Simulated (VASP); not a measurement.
Set up this calculation in VASP 6.6.1, as the native input.

| Quantity | Value |
| --- | --- |
| Task | single point |
| Functional | LDA |
| Potentials or basis | VASP PAW LDA potentials, release 64 (Ni, Ge_d) |
| Cutoff | 600 eV |
| k mesh | 4 × 4 × 4 |
| Occupations | methfessel-paxton, width 0.1 eV |
| Spin | no spin polarisation |
| Dipole correction | no |
| Further INCAR settings | ALGO = Normal; EDIFF = 1e-06; NBANDS = 110 |

The structure of NiGe lies in POSCAR:

```
NiGe
1.0
    0.0000000000      3.4839932559      5.8446087931
    5.3940674199      0.0000000000      5.8446087931
    5.3940674199      3.4839932559      0.0000000000
Ni Ge
8 8
Direct
    0.2176498260      0.4731652646      0.0323501740
    0.7176498260      0.9731652646      0.5323501740
    0.2823501740      0.0268347354      0.4676498260
    0.7823501740      0.5268347354      0.9676498260
    0.0268347354      0.7823501740      0.2231652646
    0.5268347354      0.2823501740      0.7231652646
    0.4731652646      0.7176498260      0.2768347354
    0.9731652646      0.2176498260      0.7768347354
    0.3235639115      0.7639509276      0.9264360885
    0.8235639115      0.2639509276      0.4264360885
    0.1764360885      0.7360490724      0.5735639115
    0.6764360885      0.2360490724      0.0735639115
    0.2360490724      0.1764360885      0.0139509276
    0.7360490724      0.6764360885      0.5139509276
    0.2639509276      0.3235639115      0.4860490724
    0.7639509276      0.8235639115      0.9860490724
```

One way to write it, as run:

INCAR

```
PREC = Accurate ; ENCUT = 600
EDIFF = 1E-6 ; ISMEAR = 1
SIGMA = 0.1 ; LREAL = False
LASPH = True ; NELM = 120
ALGO = Normal ; ISIF = 2
LWAVE = False ; LCHARG = True
LELF = True ; LVHAR = True
NBANDS = 110 ; GGA_COMPAT = False
```

KPOINTS

```
Automatic mesh
0
Gamma
  4 4 4
```

Potentials or basis: VASP PAW LDA potentials, release 64 (Ni, Ge_d).

The run is started by

```bash
$ cat potpaw_LDA.64/Ni/POTCAR potpaw_LDA.64/Ge_d/POTCAR > POTCAR
$ mpirun -np 1 vasp_std > vasp.out
```

Results of the run:

```json
{"Pressure": "-10.6 GPa", "Largest force": "0.127 eV/Å", "Band gap on the k mesh": "zero (bands 96 and 97 overlap by 0.54 eV)"}
```

Caveat: the cell stands under tension.

Run time: 35 min on 1 thread of Intel Xeon 8259CL (shared host), peak memory 0.57 GiB.
